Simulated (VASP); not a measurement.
Crystal: Ge2Sb2Te5.

```xyz
9
Lattice="4.2941 0.0000 0.0000 -2.1470 3.7188 0.0000 0.0000 0.0000 17.1013" Properties=species:S:1:pos:R:3 pbc="T T T"
Te    2.1470    1.2396    7.1807
Te    0.0000    2.4792    9.9206
Te    0.0000    2.4792    3.4466
Te    2.1470    1.2396   13.6547
Te    0.0000    0.0000    0.0000
Sb    0.0000    0.0000    5.4736
Sb    0.0000    0.0000   11.6278
Ge    2.1470    1.2396    1.7596
Ge    0.0000    2.4792   15.3417
```

Base run:

* Program: VASP 6.6.1
* Functional: PBEsol
* Potentials or basis: VASP PAW PBE potentials, release 64 (Te, Sb, Ge_d)
* Cutoff: 520 eV
* k mesh: 7 × 7 × 2
* Occupations: fermi-dirac, width 0.05 eV
* Spin: no spin polarisation

Its results: band gap on the k mesh 0.27 eV; pressure -2.3 GPa; largest force 0.103 eV/Å.

Q: The run is repeated on the same cell with these changes: functional from PBEsol to LDA; potentials or basis from VASP PAW PBE potentials, release 64 (Te, Sb, Ge_d) to VASP PAW LDA potentials, release 64 (Te, Sb, Ge_d). What comes out?

A: Band gap on the k mesh 0.28 eV; pressure -3.4 GPa; largest force 0.164 eV/Å.

Caveats: spin-orbit coupling is left out, which moves the levels of the heavy elements; an odd mesh through Γ misses points on the zone boundary, where band edges can lie; the PAW data sets were made with another functional, which shifts forces and pressure a little (at least some runs); the cell stands under tension (at least some runs).
